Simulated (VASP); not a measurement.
# ZrS2 (P-3m1) in VASP: a series of runs

The runs below take ZrS2 through single point, with PBE, PBE+D3(BJ).

Program: VASP 6.6.1. These are calculated values, not measurements. Logs are shortened: lines on timing, memory, paths and dates and some standing lists are left out, and cuts for length are marked.

## 1. The cell of the first run

Symmetry: P-3m1, No. 164, trigonal system. Conventional cell: a = 3.691 Å, b = 3.691 Å, c = 6.041 Å, α = 90.00°, β = 90.00°, γ = 120.00°. Zr (site symmetry -3m) has 6 S at 2.57 Å within 3.4 Å. S (site symmetry 3m) has 3 Zr at 2.57 Å within 3.4 Å.

## 2. Single point, PBE

File INCAR:

```
SYSTEM = ZrS2
  ALGO = Normal
  EDIFF = 1E-6
  ENCUT = 500
  GGA = PE
  GGA_COMPAT = .False.
  ISIF = 2
  ISMEAR = 0
  LASPH = .True.
  LCHARG = .True.
  LELF = .True.
  LREAL = .False.
  LVHAR = .True.
  LWAVE = .False.
  NBANDS = 19
  NELM = 120
  PREC = Accurate
  SIGMA = 0.1
```

File KPOINTS:

```
k-points
0
Gamma
  6 6 4
  0 0 0
```

File POSCAR:

```
ZrS2
1.0
    3.6913825498      0.0000000000      0.0000000000
   -1.8456912749      3.1968310632      0.0000000000
    0.0000000000      0.0000000000      6.0410770100
Zr S
1 2
Direct
    0.0000000000      0.0000000000      0.0000000000
    0.6666666667      0.3333333333      0.7620900300
    0.3333333333      0.6666666667      0.2379099700
```

Potentials or basis: VASP PAW PBE potentials, release 64 (Zr_sv, S).

The run is started by

```console
$ cat potpaw_PBE.64/Zr_sv/POTCAR potpaw_PBE.64/S/POTCAR > POTCAR
$ mpirun -np 1 vasp_std > vasp.out
```

OUTCAR:

```text
SYSTEM = ZrS2
   EDIFF = 1E-6
   ENCUT = 500
   GGA = PE
   ISIF = 2
   ISMEAR = 0
   LASPH = .True.
   LREAL = .False.
   NELM = 120
   PREC = Accurate

 ion  position               nearest neighbor table
   1  0.000  0.000  0.000-   2 2.57   3 2.57   3 2.57   2 2.57   2 2.57   3 2.57
   2  0.667  0.333  0.762-   1 2.57   1 2.57   1 2.57
   3  0.333  0.667  0.238-   1 2.57   1 2.57   1 2.57

  LATTYP: Found a hexagonal cell.
 ALAT       =     3.6913825498
 C/A-ratio  =     1.6365350728

  Lattice vectors:

 A1 = (   3.6913825498,   0.0000000000,   0.0000000000)
 A2 = (  -1.8456912749,   3.1968310632,   0.0000000000)
 A3 = (   0.0000000000,   0.0000000000,   6.0410770100)

Analysis of symmetry for initial positions (statically):
=====================================================================
 Subroutine PRICEL returns:
 Original cell was already a primitive cell.

 Routine SETGRP: Setting up the symmetry group for a
 hexagonal supercell.

 Subroutine GETGRP returns: Found 12 space group operations
 (whereof 12 operations were pure point group operations)
 out of a pool of 24 trial point group operations.

The static configuration has the point symmetry D_3d.

Analysis of symmetry for dynamics (positions and initial velocities):
=====================================================================
 Subroutine PRICEL returns:
 Original cell was already a primitive cell.

 Routine SETGRP: Setting up the symmetry group for a
 hexagonal supercell.

 Subroutine GETGRP returns: Found 12 space group operations
 (whereof 12 operations were pure point group operations)
 out of a pool of 24 trial point group operations.

The dynamic configuration has the point symmetry D_3d.

 Subroutine INISYM returns: Found 12 space group operations
 (whereof 12 operations are pure point group operations),
 and found     1 'primitive' translations

----------------------------------------------------------------------------------------

                                     Primitive cell

  volume of cell :      71.2891

  direct lattice vectors                    reciprocal lattice vectors
     3.691382550  0.000000000  0.000000000     0.270901210  0.156404887  0.000000000
    -1.845691275  3.196831063  0.000000000     0.000000000  0.312809773  0.000000000
     0.000000000  0.000000000  6.041077010     0.000000000  0.000000000  0.165533397

  length of vectors
     3.691382550  3.691382550  6.041077010     0.312809773  0.312809773  0.165533397

  position of ions in fractional coordinates (direct lattice)
     0.000000000  0.000000000  0.000000000
     0.666666667  0.333333333  0.762090030
     0.333333333  0.666666667  0.237909970

  ion indices of the primitive-cell ions
   primitive index   ion index
                 1           1
                 2           2
                 3           3

----------------------------------------------------------------------------------------

 KPOINTS: k-points

Automatic generation of k-mesh.
 Grid dimensions read from file:
 generate k-points for:    6    6    4

 Generating k-lattice:

  Cartesian coordinates                     Fractional coordinates (reciprocal lattice)
     0.045150202  0.026067481  0.000000000     0.166666667  0.000000000  0.000000000
     0.000000000  0.052134962  0.000000000     0.000000000  0.166666667  0.000000000
     0.000000000  0.000000000  0.041383349     0.000000000  0.000000000  0.250000000

  Length of vectors
     0.052134962  0.052134962  0.041383349

  Shift w.r.t. Gamma in fractional coordinates (k-lattice)
     0.000000000  0.000000000  0.000000000

 Subroutine IBZKPT returns following result:
 ===========================================

 Found     24 irreducible k-points:

 Following reciprocal coordinates:
            Coordinates               Weight
  0.000000  0.000000  0.000000      1.000000
  0.166667 -0.000000  0.000000      6.000000
  0.333333 -0.000000  0.000000      6.000000
  0.500000  0.000000  0.000000      3.000000
  0.166667  0.166667  0.000000      6.000000
  0.333333  0.166667  0.000000     12.000000
[... 16 lines left out ...]
  0.333333  0.166667  0.500000     12.000000
  0.333333  0.333333  0.500000      2.000000
   k-points           NKPTS =     24   k-points in BZ     NKDIM =     24   number of bands    NBANDS=     19
   number of dos      NEDOS =    301   number of ions     NIONS =      3
   total plane-waves  NPLWV =  37632
   dimension x,y,z NGX =    28 NGY =   28 NGZ =   48
   dimension x,y,z NGXF=    56 NGYF=   56 NGZF=   96
   ions per type =               1   2
   NGX,Y,Z   is equivalent  to a cutoff of  12.61, 12.61, 13.21 a.u.
   NGXF,Y,Z  is equivalent  to a cutoff of  25.22, 25.22, 26.42 a.u.
 SYSTEM =  ZrS2
   PREC   = accura    normal or accurate (medium, high low for compatibility)
   ISTART =      0    job   : 0-new  1-cont  2-samecut
   ICHARG =      2    charge: 1-file 2-atom 10-const
   ISPIN  =      1    spin polarized calculation?
   LNONCOLLINEAR =      F non collinear calculations
   LSORBIT =      F    spin-orbit coupling
   LASPH  =      T    aspherical Exc in radial PAW
   ENCUT  =  500.0 eV  36.75 Ry    6.06 a.u.   6.73  6.73 11.01*2*pi/ulx,y,z
   NELM   =    120;   NELMIN=  2; NELMDL= -5     # of ELM steps
   EDIFF  = 0.1E-05   stopping-criterion for ELM
   LREAL  =      F    real-space projection
   EDIFFG = 0.1E-04   stopping-criterion for IOM
   NSW    =      0    number of steps for IOM
   IBRION =     -1    ionic relax: 0-MD 1-quasi-New 2-CG
   NFREE  =      0    steps in history (QN), initial steepest desc. (CG)
   ISIF   =      2    stress and relaxation
   ISYM   =      2    0-nonsym 1-usesym 2-fastsym
   POTIM  = 0.5000    time-step for ionic-motion
   TEBEG  =    0.0;   TEEND  =   0.0 temperature during run
   PSTRESS=    0.0 pullay stress
   NELECT =      24.0000    total number of electrons
   NUPDOWN=      -1.0000    fix difference up-down
   EMIN   =  10.00;   EMAX   =-10.00  energy-range for DOS
   EFERMI =   0.00;   METHOD = LEGACY
   ISMEAR =     0;   SIGMA  =   0.10  broadening in eV -4-tet -1-fermi 0-gaus
   EFERMI_NEDOS =   21; number of points for ismear=-14 and -15
   IALGO  =     38    algorithm
   IMIX   =      4    mixing-type and parameters
     AMIX     =   0.40;   BMIX     =  1.00
     AMIX_MAG =   1.60;   BMIX_MAG =  1.00
  volume/ion in A,a.u.               =      23.76       160.36
  Fermi-wavevector in a.u.,A,eV,Ry     =   1.138861  2.152136 17.646828  1.297005
  Thomas-Fermi vector in A             =   2.275565
   LORBIT       =      0    0 simple, 1 ext, 2 COOP (PROOUT), +10 PAW based schemes
   GGA     = PE    functional components
   LHFCALC =     F    Hartree Fock is set to
   AEXX    =    0.0000 exact exchange contribution
   IVDW    =     0    specifies the selected vdW correction
   LEPSILON=     F    determine dielectric tensor
   LRPA    =     F    only Hartree local field effects (RPA)
 non-spin polarized calculation
 Gauss-broadening in eV      SIGMA  =   0.10
  energy-cutoff  :      500.00
  volume of cell :       71.29
 maximum number of plane-waves:      1834
 NGX is ok and might be reduce to    28
   NGX = 13   NGY = 13   NGZ = 23

 number of electron      23.9999999 magnetization

 Free energy of the ion-electron system (eV)
  ---------------------------------------------------
  ext. energy  EPLUGINS =         0.00000000
  ---------------------------------------------------
  free energy    TOTEN  =       -21.41730966 eV

  energy without entropy =      -21.41730966  energy(sigma->0) =      -21.41730966

 E-fermi :   4.5199     XC(G=0):  -9.3226

 val. band max:        4.0703172171   @ k =   0.0000   0.0000   0.0000
 cond. band min:       5.1449709702   @ k =   0.5000   0.0000   0.5000
 fundamental gap:      1.0746537531
 Fermi energy:         4.5199201910

 k-point     1 :       0.0000    0.0000    0.0000
  band No.  band energies     occupation
      1     -44.8726      2.00000
      2     -22.9312      2.00000
      3     -22.7798      2.00000
      4     -22.7798      2.00000
      5      -8.4430      2.00000
      6      -7.0514      2.00000
[... 11 lines left out ...]
     18       9.8953      0.00000
     19      10.0227      0.00000

 k-point     2 :       0.1667   -0.0000    0.0000
  band No.  band energies     occupation
      1     -44.8683      2.00000
      2     -22.9179      2.00000
      3     -22.8423      2.00000
      4     -22.7932      2.00000
      5      -8.1772      2.00000
      6      -7.1166      2.00000
[... 11 lines left out ...]
     18      10.9541      0.00000
     19      11.5716      0.00000

 k-point     3 :       0.3333   -0.0000    0.0000
  band No.  band energies     occupation
      1     -44.8596      2.00000
      2     -22.9654      2.00000
      3     -22.8902      2.00000
      4     -22.8200      2.00000
      5      -7.6355      2.00000
      6      -7.1959      2.00000
[... 11 lines left out ...]
     18      11.5840      0.00000
     19      12.3392      0.00000

 k-point     4 :       0.5000    0.0000    0.0000
  band No.  band energies     occupation
      1     -44.8552      2.00000
      2     -23.0251      2.00000
      3     -22.8768      2.00000
      4     -22.8333      2.00000
      5      -7.4907      2.00000
      6      -7.0627      2.00000
[... 11 lines left out ...]
     18      10.8399      0.00000
     19      12.0627      0.00000

 k-point     5 :       0.1667    0.1667    0.0000
  band No.  band energies     occupation
      1     -44.8618      2.00000
      2     -22.9225      2.00000
      3     -22.8982      2.00000
      4     -22.8251      2.00000
      5      -7.7517      2.00000
      6      -7.2056      2.00000
[... 11 lines left out ...]
     18      12.3261      0.00000
     19      12.9842      0.00000

 k-point     6 :       0.3333    0.1667    0.0000
  band No.  band energies     occupation
      1     -44.8552      2.00000
      2     -22.9929      2.00000
      3     -22.8782      2.00000
      4     -22.8653      2.00000
      5      -7.3886      2.00000
      6      -7.1716      2.00000
[... 11 lines left out ...]
     18      12.0085      0.00000
     19      12.4208      0.00000

 k-point     7 :       0.3333    0.3333    0.0000
  band No.  band energies     occupation
      1     -44.8531      2.00000
      2     -22.9482      2.00000
      3     -22.9482      2.00000
      4     -22.8709      2.00000
      5      -7.2082      2.00000
      6      -7.2082      2.00000
[... 11 lines left out ...]
     18      11.9863      0.00000
     19      13.8261      0.00000

 k-point     8 :       0.0000    0.0000    0.2500
  band No.  band energies     occupation
      1     -44.8726      2.00000
      2     -22.9314      2.00000
      3     -22.7798      2.00000
      4     -22.7798      2.00000
      5      -8.3596      2.00000
      6      -7.1851      2.00000
[... 256 lines left out ...]
 k-point    20 :       0.3333   -0.0000    0.5000
  band No.  band energies     occupation
      1     -44.8596      2.00000
      2     -22.9654      2.00000
      3     -22.8904      2.00000
      4     -22.8200      2.00000
      5      -7.5773      2.00000
      6      -7.2553      2.00000
[... 11 lines left out ...]
     18      10.9546      0.00000
     19      11.8536      0.00000

 k-point    21 :       0.5000    0.0000    0.5000
  band No.  band energies     occupation
      1     -44.8552      2.00000
      2     -23.0250      2.00000
      3     -22.8770      2.00000
      4     -22.8333      2.00000
      5      -7.5544      2.00000
      6      -6.9801      2.00000
[... 11 lines left out ...]
     18      10.4949      0.00000
     19      11.3475      0.00000

 k-point    22 :       0.1667    0.1667    0.5000
  band No.  band energies     occupation
      1     -44.8618      2.00000
      2     -22.9224      2.00000
      3     -22.8984      2.00000
      4     -22.8251      2.00000
      5      -7.5981      2.00000
      6      -7.3758      2.00000
[... 11 lines left out ...]
     18      12.5889      0.00000
     19      12.6752      0.00000

 k-point    23 :       0.3333    0.1667    0.5000
  band No.  band energies     occupation
      1     -44.8552      2.00000
      2     -22.9929      2.00000
      3     -22.8784      2.00000
      4     -22.8653      2.00000
      5      -7.4289      2.00000
      6      -7.1248      2.00000
[... 11 lines left out ...]
     18      11.3064      0.00000
     19      12.0722      0.00000

 k-point    24 :       0.3333    0.3333    0.5000
  band No.  band energies     occupation
      1     -44.8531      2.00000
      2     -22.9482      2.00000
      3     -22.9482      2.00000
      4     -22.8710      2.00000
      5      -7.2103      2.00000
      6      -7.2103      2.00000
[... 11 lines left out ...]
     18      12.3889      0.00000
     19      12.7492      0.00000

------------------------ aborting loop because EDIFF is reached ----------------------------------------

  FORCE on cell =-STRESS in cart. coord.  units (eV):
  Direction    XX          YY          ZZ          XY          YZ          ZX
  --------------------------------------------------------------------------------------
  -------------------------------------------------------------------------------------
  Total        0.0785951      0.0785951      0.5095847      0.0000000      0.0000000     -0.0000000
  in kB        1.7663755      1.7663755     11.4525934      0.0000000      0.0000000     -0.0000000
  external PRESSURE =       4.9951148 kB  Pullay stress =       0.0000000 kB

 VOLUME and BASIS-vectors are now :
 -----------------------------------------------------------------------------
  energy-cutoff  :      500.00
  volume of cell :       71.29
      direct lattice vectors                 reciprocal lattice vectors
     3.691382550  0.000000000  0.000000000     0.270901210  0.156404887  0.000000000
    -1.845691275  3.196831063  0.000000000     0.000000000  0.312809773  0.000000000
     0.000000000  0.000000000  6.041077010     0.000000000  0.000000000  0.165533397

 POSITION                                       TOTAL-FORCE (eV/Angst)
 -----------------------------------------------------------------------------------
      0.00000      0.00000      0.00000        -0.000000      0.000000      0.000000
      1.84569      1.06561      4.60384         0.000000     -0.000000     -0.044654
     -0.00000      2.13122      1.43723        -0.000000      0.000000      0.044654
 -----------------------------------------------------------------------------------
    total drift:                                0.000000      0.000000      0.000000

  FREE ENERGIE OF THE ION-ELECTRON SYSTEM (eV)
  ---------------------------------------------------
  free  energy   TOTEN  =       -21.4173096553 eV

  energy  without entropy=      -21.4173096553  energy(sigma->0) =      -21.41730966
```

Wall time 25 s (1 thread of Intel Xeon Platinum 8375C at 2.90GHz (Ice Lake), shared host); peak memory 0.19 GiB.

Results:

```
Free energy            : -21.4173 eV
Pressure               : 0.5 GPa
Largest force          : 0.045 eV/Å
Band gap on the k mesh : 1.07 eV (least direct gap 1.64 eV)
```

Forces on the atoms (eV/Å):
```
Zr   0.000  0.000  0.000
S    0.000  0.000 -0.045
S    0.000  0.000  0.045
```

Caveat: this functional lacks dispersion, which binds the layers, so the pressure and a relaxed spacing across them are unreliable.

## 3. Single point, PBE

File INCAR:

```
  ALGO = Normal
  EDIFF = 1E-6
  ENCUT = 500
  GGA = PE
  GGA_COMPAT = F
  ISIF = 2
  ISMEAR = -4
  LASPH = T
  LCHARG = F
  LREAL = F
  LWAVE = F
  NBANDS = 19
  NELM = 120
  PREC = Accurate
  SIGMA = 0.1
```

File KPOINTS:

```
k-points
0
Gamma
  6 6 4
```

POSCAR is that of step 2.

Potentials or basis: VASP PAW PBE potentials, release 64 (Zr_sv, S).

The run is started by

```console
$ cat potpaw_PBE.64/Zr_sv/POTCAR potpaw_PBE.64/S/POTCAR > POTCAR
$ mpirun -np 1 vasp_std > vasp.out
```

It took 25 s on 1 thread of Intel Xeon Platinum 8375C at 2.90GHz (Ice Lake), shared host; peak memory 0.19 GiB.

It converged, with:

| Property | Result |
| --- | --- |
| Free energy | -21.4173 eV |
| Pressure | 0.5 GPa |
| Largest force | 0.045 eV/Å |
| Band gap on the k mesh | 1.07 eV (least direct gap 1.64 eV) |

Forces in eV/Å, atoms in the order of the input:
```
Zr   0.000  0.000  0.000
S    0.000  0.000 -0.045
S    0.000  0.000  0.045
```

Stress tensor (GPa, compression positive):
```
0.18 0.00 0.00
0.00 0.18 0.00
0.00 0.00 1.15
```

Levels at points of the mesh, in eV from the valence-band top:
```csv
k point,band 8,band 9,band 10,band 11,band 12,band 13,band 14,band 15,band 16,band 17
"(0.00, 0.00, 0.00)",-2.72,-2.72,-0.04,-0.04,0.00,1.64,1.64,2.48,5.06,5.06
"(0.50, 0.00, 0.00)",-2.51,-2.39,-2.30,-1.60,-1.11,1.24,3.29,3.55,5.73,6.00
"(0.00, 0.00, 0.50)",-2.69,-2.69,-1.52,-0.14,-0.14,1.61,1.61,2.79,5.34,5.34
"(0.50, 0.00, 0.50)",-3.00,-2.50,-2.16,-0.92,-0.75,1.07,3.29,3.55,5.34,5.94
```

Caveat: this functional lacks dispersion, which binds the layers, so the pressure and a relaxed spacing across them are unreliable.

## 4. Single point, PBE+D3(BJ)

File INCAR:

```
SYSTEM = ZrS2
  PREC = Accurate
  ENCUT = 500
  EDIFF = 1E-6
  ISMEAR = 0
  SIGMA = 0.1
  LREAL = .False.
  LASPH = .True.
  NELM = 120
  ALGO = Normal
  ISIF = 2
  LWAVE = .False.
  LCHARG = .False.
  GGA = PE
  IVDW = 12
  NBANDS = 19
  GGA_COMPAT = .False.
```

File KPOINTS:

```
regular mesh
0
Gamma
  6 6 4
  0 0 0
```

POSCAR is that of step 3.

The run is started by

```console
$ cat potpaw_PBE.64/Zr_sv/POTCAR potpaw_PBE.64/S/POTCAR > POTCAR
$ mpirun -np 1 vasp_std > vasp.out
```

It took 25 s on 1 thread of Intel Xeon Platinum 8375C at 2.90GHz (Ice Lake), shared host; peak memory 0.2 GiB.

It converged, with:

* Free energy: -22.4083 eV
* Pressure: -1.9 GPa
* Largest force: 0.056 eV/Å
* Band gap on the k mesh: 1.07 eV (least direct gap 1.64 eV)
* Dispersion energy per atom: -0.330 eV

Forces on the atoms (eV/Å):
```
Zr   0.000  0.000  0.000
S    0.000  0.000 -0.056
S    0.000  0.000  0.056
```

Stress tensor (GPa, compression positive):
```
-2.19  0.00  0.00
 0.00 -2.19  0.00
 0.00  0.00 -1.26
```

Levels at points of the mesh, in eV from the valence-band top:
| k point | band 10 | band 11 | band 12 | band 13 | band 14 | band 15 |
| --- | --- | --- | --- | --- | --- | --- |
| (0.00, 0.00, 0.00) | -0.04 | -0.04 | 0.00 | 1.64 | 1.64 | 2.48 |
| (0.50, 0.00, 0.00) | -2.30 | -1.60 | -1.11 | 1.24 | 3.29 | 3.55 |
| (0.00, 0.00, 0.50) | -1.52 | -0.14 | -0.14 | 1.61 | 1.61 | 2.79 |
| (0.50, 0.00, 0.50) | -2.16 | -0.92 | -0.75 | 1.07 | 3.29 | 3.55 |

Caveat: three body term missing. A k mesh can miss the band edges.

[end of part 1 of 2]
